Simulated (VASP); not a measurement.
# TiAl3 (scanat) (Pmm2) in VASP: single point with r2SCAN

Aim: the single point of TiAl3 (scanat) with r2SCAN.

Program: VASP 6.6.1. These are calculated values, not measurements. Logs are shortened: lines on timing, memory, paths and dates and some standing lists are left out, and cuts for length are marked.

## (1) The cell of the first run

Symmetry: Pmm2, No. 25, orthorhombic system. Conventional cell: a = 2.781 Å, b = 4.671 Å, c = 4.893 Å, α = 90.00°, β = 90.00°, γ = 90.00°. Within 3.7 Å of Ti (site symmetry mm2) lie 2 Ti at 2.78 Å and 10 Al at 2.81 to 2.84 Å. Al (site symmetry mm2) has 8 Al at 2.78 to 2.85 Å and 4 Ti at 2.81 to 2.82 Å within 3.7 Å. Within 3.7 Å of Al (site symmetry mm2) lie 8 Al at 2.78 to 2.84 Å and 4 Ti at 2.84 Å. Al (site symmetry mm2) has 10 Al at 2.78 to 2.85 Å and 2 Ti at 2.82 Å within 3.7 Å.

## (2) Single point, r2SCAN

The input, POSCAR:

```
TiAl3
1.0
    2.7813903654      0.0000000000      0.0000000000
    0.0000000000      4.6707686856      0.0000000000
    0.0000000000      0.0000000000      4.8925418677
Ti Al
1 3
Direct
    0.0000000000      0.5000000000      0.1631807997
    0.5000000000      0.5000000000      0.6640624234
    0.5000000000      0.0000000000      0.3330837810
    0.0000000000      0.0000000000      0.8396719959
```

The input, INCAR.step1:

```
SYSTEM = TiAl3
PREC     = Accurate       ! precision mode
ENCUT    = 520            ! plane-wave cutoff, eV
ISMEAR   = 0              ! smearing method
SIGMA    = 0.1            ! smearing width, eV
LREAL    = .False.        ! projectors in reciprocal space
LASPH    = .True.         ! aspherical terms in the spheres
NELM     = 80             ! most SCF steps
NBANDS   = 18             ! bands
GGA      = PE             ! functional
ALGO     = Normal         ! electronic algorithm
EDIFF    = 1E-4           ! SCF threshold, eV
LWAVE    = .True.         ! write WAVECAR
LCHARG   = .False.        ! write CHGCAR
```

The input, INCAR.step2:

```
SYSTEM = TiAl3
PREC     = Accurate       ! precision mode
ENCUT    = 520            ! plane-wave cutoff, eV
EDIFF    = 1E-7           ! SCF threshold, eV
ISMEAR   = 0              ! smearing method
SIGMA    = 0.1            ! smearing width, eV
LREAL    = .False.        ! projectors in reciprocal space
LASPH    = .True.         ! aspherical terms in the spheres
NELM     = 80             ! most SCF steps
ALGO     = Normal         ! electronic algorithm
ISIF     = 2              ! what is computed and relaxed
LWAVE    = .False.        ! write WAVECAR
LCHARG   = .False.        ! write CHGCAR
METAGGA  = R2SCAN         ! meta-GGA
LMIXTAU  = .True.       
NBANDS   = 18             ! bands
ISTART   = 1
```

The input, KPOINTS:

```
Automatic mesh
0
Gamma
  14 10 10
  0 0 0
```

Potentials or basis: VASP PAW PBE potentials, release 64 (Ti_sv, Al).

Run with:

```console
$ cat potpaw_PBE.64/Ti_sv/POTCAR potpaw_PBE.64/Al/POTCAR > POTCAR
$ cp INCAR.step1 INCAR
$ mpirun -np 1 vasp_std > vasp.out
$ cp INCAR.step2 INCAR
$ mpirun -np 1 vasp_std > vasp.out
```

OUTCAR:

```text
SYSTEM = TiAl3
   PREC = Accurate
   ENCUT = 520
   EDIFF = 1E-7
   ISMEAR = 0
   LREAL = .False.
   LASPH = .True.
   NELM = 80
   ISIF = 2
   METAGGA = R2SCAN
   ISTART = 1

 ion  position               nearest neighbor table
   1  0.000  0.500  0.163-   2 2.81   2 2.81   2 2.82   2 2.82   4 2.82   4 2.82   3 2.84   3 2.84
                             3 2.84   3 2.84
   2  0.500  0.500  0.664-   1 2.81   1 2.81   1 2.82   1 2.82   3 2.84   3 2.84   4 2.85   4 2.85
                             4 2.85   4 2.85
   3  0.500  0.000  0.333-   4 2.79   4 2.79   2 2.84   2 2.84   4 2.84   4 2.84   1 2.84   1 2.84
                             1 2.84   1 2.84
   4  0.000  0.000  0.840-   3 2.79   3 2.79   1 2.82   1 2.82   3 2.84   3 2.84   2 2.85   2 2.85
                             2 2.85   2 2.85

  LATTYP: Found a simple orthorhombic cell.
 ALAT       =     2.7813903654
 B/A-ratio  =     1.6792927536
 C/A-ratio  =     1.7590274017

  Lattice vectors:

 A1 = (   2.7813903654,   0.0000000000,   0.0000000000)
 A2 = (   0.0000000000,   4.6707686856,   0.0000000000)
 A3 = (   0.0000000000,   0.0000000000,   4.8925418677)

Analysis of symmetry for initial positions (statically):
=====================================================================
 Subroutine PRICEL returns:
 Original cell was already a primitive cell.

 Routine SETGRP: Setting up the symmetry group for a
 simple orthorhombic supercell.

 Subroutine GETGRP returns: Found  4 space group operations
 (whereof  4 operations were pure point group operations)
 out of a pool of  8 trial point group operations.

The static configuration has the point symmetry C_2v.

Analysis of symmetry for dynamics (positions and initial velocities):
=====================================================================
 Subroutine PRICEL returns:
 Original cell was already a primitive cell.

 Routine SETGRP: Setting up the symmetry group for a
 simple orthorhombic supercell.

 Subroutine GETGRP returns: Found  4 space group operations
 (whereof  4 operations were pure point group operations)
 out of a pool of  8 trial point group operations.

The dynamic configuration has the point symmetry C_2v.

 Subroutine INISYM returns: Found  4 space group operations
 (whereof  4 operations are pure point group operations),
 and found     1 'primitive' translations

----------------------------------------------------------------------------------------

                                     Primitive cell

[... 91 lines left out ...]
   LASPH  =      T    aspherical Exc in radial PAW
   ENCUT  =  520.0 eV  38.22 Ry    6.18 a.u.   5.17  8.68  9.10*2*pi/ulx,y,z
   NELM   =     80;   NELMIN=  2; NELMDL=  0     # of ELM steps
   EDIFF  = 0.1E-06   stopping-criterion for ELM
   LREAL  =      F    real-space projection
   EDIFFG = 0.1E-05   stopping-criterion for IOM
   NSW    =      0    number of steps for IOM
   IBRION =     -1    ionic relax: 0-MD 1-quasi-New 2-CG
   NFREE  =      0    steps in history (QN), initial steepest desc. (CG)
   ISIF   =      2    stress and relaxation
   ISYM   =      2    0-nonsym 1-usesym 2-fastsym
   POTIM  = 0.5000    time-step for ionic-motion
   TEBEG  =    0.0;   TEEND  =   0.0 temperature during run
   PSTRESS=    0.0 pullay stress
   NELECT =      21.0000    total number of electrons
   NUPDOWN=      -1.0000    fix difference up-down
   EMIN   =  10.00;   EMAX   =-10.00  energy-range for DOS
   EFERMI =   0.00;   METHOD = LEGACY
   ISMEAR =     0;   SIGMA  =   0.10  broadening in eV -4-tet -1-fermi 0-gaus
   EFERMI_NEDOS =   21; number of points for ismear=-14 and -15
   IALGO  =     38    algorithm
   IMIX   =      4    mixing-type and parameters
     AMIX     =   0.40;   BMIX     =  1.00
     AMIX_MAG =   1.60;   BMIX_MAG =  1.00
  volume/ion in A,a.u.               =      15.89       107.23
  Fermi-wavevector in a.u.,A,eV,Ry     =   1.131756  2.138710 17.427330  1.280873
  Thomas-Fermi vector in A             =   2.268456
   LORBIT       =      0    0 simple, 1 ext, 2 COOP (PROOUT), +10 PAW based schemes
   METAGGA = R2SCAN    functional components
   LHFCALC =     F    Hartree Fock is set to
   AEXX    =    0.0000 exact exchange contribution
   IVDW    =     0    specifies the selected vdW correction
   LEPSILON=     F    determine dielectric tensor
   LRPA    =     F    only Hartree local field effects (RPA)
 non-spin polarized calculation
 Gauss-broadening in eV      SIGMA  =   0.10
  energy-cutoff  :      520.00
  volume of cell :       63.56
 maximum number of plane-waves:      1733
 NGX is ok and might be reduce to    24
   NGX = 11   NGY = 17   NGZ = 19

 number of electron      21.0000000 magnetization

 Free energy of the ion-electron system (eV)
  ---------------------------------------------------
  ext. energy  EPLUGINS =         0.00000000
  ---------------------------------------------------
  free energy    TOTEN  =       -34.21939392 eV

  energy without entropy =      -34.20795885  energy(sigma->0) =      -34.21367638

 E-fermi :   8.3084     XC(G=0): -11.4957

 val. band max:        8.3075902615   @ k =   0.5000   0.1000   0.1000
 cond. band min:       8.3084359430   @ k =   0.0714   0.5000   0.5000
 fundamental gap:      0.0008456815
 Fermi energy:         8.3084231012

 k-point     1 :       0.0000    0.0000    0.0000
  band No.  band energies     occupation
      1     -50.4864      2.00000
      2     -25.7827      2.00000
      3     -25.7803      2.00000
      4     -25.3344      2.00000
      5      -2.5906      2.00000
      6       2.8163      2.00000
[... 481 lines left out ...]
      5       2.5130      2.00000
      6       2.6383      2.00000
[... 10 lines left out ...]
     17      12.6324      0.00000
     18      13.0818      0.00000

 [... further k-points ...]
[... 5 lines left out ...]
  --------------------------------------------------------------------------------------
  -------------------------------------------------------------------------------------
  Total        0.1139491      0.1105092      0.1988335      0.0000000      0.0000000      0.0000000
  in kB        2.8723464      2.7856351      5.0120480      0.0000000      0.0000000      0.0000000
  external PRESSURE =       3.5566765 kB  Pullay stress =       0.0000000 kB

 VOLUME and BASIS-vectors are now :
 -----------------------------------------------------------------------------
  energy-cutoff  :      520.00
  volume of cell :       63.56
      direct lattice vectors                 reciprocal lattice vectors
     2.781390365  0.000000000  0.000000000     0.359532417  0.000000000  0.000000000
     0.000000000  4.670768686  0.000000000     0.000000000  0.214097522  0.000000000
     0.000000000  0.000000000  4.892541868     0.000000000  0.000000000  0.204392732

 POSITION                                       TOTAL-FORCE (eV/Angst)
 -----------------------------------------------------------------------------------
      0.00000      2.33538      0.79837         0.000000      0.000000      0.035181
      1.39070      2.33538      3.24895         0.000000      0.000000     -0.020550
      1.39070      0.00000      1.62963         0.000000      0.000000      0.050631
      0.00000      0.00000      4.10813         0.000000      0.000000     -0.065263
 -----------------------------------------------------------------------------------
    total drift:                               -0.000000      0.000000      0.000782

  FREE ENERGIE OF THE ION-ELECTRON SYSTEM (eV)
  ---------------------------------------------------
  free  energy   TOTEN  =       -34.2193939183 eV

  energy  without entropy=      -34.2079588454  energy(sigma->0) =      -34.21367638
```

OSZICAR.step1:

```text
N       E                     dE             d eps       ncg     rms          rms(c)
DAV:   1     0.133021770419E+03    0.13302E+03   -0.95066E+03 10368   0.109E+03
DAV:   2    -0.828749771385E+01   -0.14131E+03   -0.13781E+03 10458   0.297E+02
DAV:   3    -0.210340435238E+02   -0.12747E+02   -0.12540E+02 18262   0.738E+01
DAV:   4    -0.217474310157E+02   -0.71339E+00   -0.71137E+00 13110   0.148E+01
DAV:   5    -0.217765223678E+02   -0.29091E-01   -0.29084E-01 15306   0.291E+00    0.103E+01
DAV:   6    -0.213687730993E+02    0.40775E+00   -0.25672E+01 14152   0.333E+01    0.805E+00
DAV:   7    -0.201159143366E+02    0.12529E+01   -0.10512E+01 13514   0.206E+01    0.302E+00
DAV:   8    -0.200507668140E+02    0.65148E-01   -0.77311E-01 12748   0.728E+00    0.117E+00
DAV:   9    -0.200339419083E+02    0.16825E-01   -0.11977E-01 12562   0.287E+00    0.349E-01
DAV:  10    -0.200341310566E+02   -0.18915E-03   -0.61505E-03 13586   0.634E-01    0.122E-01
DAV:  11    -0.200339382288E+02    0.19283E-03   -0.14203E-03 12232   0.320E-01    0.830E-02
DAV:  12    -0.200339503408E+02   -0.12112E-04   -0.12097E-04  7308   0.104E-01
   1 F= -.20033950E+02 E0= -.20027670E+02  d E =-.125603E-01
```

Run time: 46 min. Hardware: 1 thread of AMD EPYC, shared host; peak memory 0.39 GiB.

Results:

| Quantity | Value |
| --- | --- |
| Free energy | -34.2194 eV |
| Pressure | 0.4 GPa |
| Largest force | 0.065 eV/Å |

Forces on the atoms (eV/Å):
```
Ti   0.000  0.000  0.035
Al   0.000  0.000 -0.021
Al   0.000  0.000  0.051
Al   0.000  0.000 -0.065
```

Levels at points of the mesh, in eV from the Fermi level:
| k point | band 7 | band 8 | band 9 | band 10 | band 11 | band 12 | band 13 | band 14 | band 15 | band 16 |
| --- | --- | --- | --- | --- | --- | --- | --- | --- | --- | --- |
| (0.00, 0.00, 0.00) | -4.22 | -3.95 | -2.85 | -0.90 | -0.48 | 2.77 | 2.80 | 2.83 | 2.84 | 3.35 |
| (0.50, 0.00, 0.00) | -2.29 | -2.11 | -1.86 | 0.49 | 0.72 | 0.77 | 1.43 | 1.75 | 2.59 | 2.87 |
| (0.00, 0.50, 0.00) | -3.88 | -3.41 | -2.27 | -1.74 | -0.21 | 2.69 | 2.78 | 2.94 | 3.31 | 4.89 |
| (0.50, 0.50, 0.00) | -3.96 | -3.38 | -1.79 | -0.50 | -0.20 | 0.91 | 1.17 | 1.44 | 3.53 | 4.16 |
| (0.00, 0.00, 0.50) | -3.80 | -2.43 | -2.27 | -1.36 | -0.37 | 2.47 | 2.68 | 2.85 | 3.36 | 4.36 |
| (0.50, 0.00, 0.50) | -4.07 | -3.63 | -1.39 | -0.15 | -0.07 | 0.66 | 1.28 | 2.16 | 3.53 | 3.93 |
| (0.00, 0.50, 0.50) | -7.59 | -5.23 | -0.25 | -0.05 | 0.82 | 2.70 | 2.72 | 3.78 | 5.26 | 5.45 |
| (0.50, 0.50, 0.50) | -3.57 | -3.47 | -3.05 | -2.84 | -0.86 | -0.19 | 1.18 | 2.35 | 2.66 | 2.83 |

Caveat: the PAW data sets were made with another functional, which shifts forces and pressure a little.
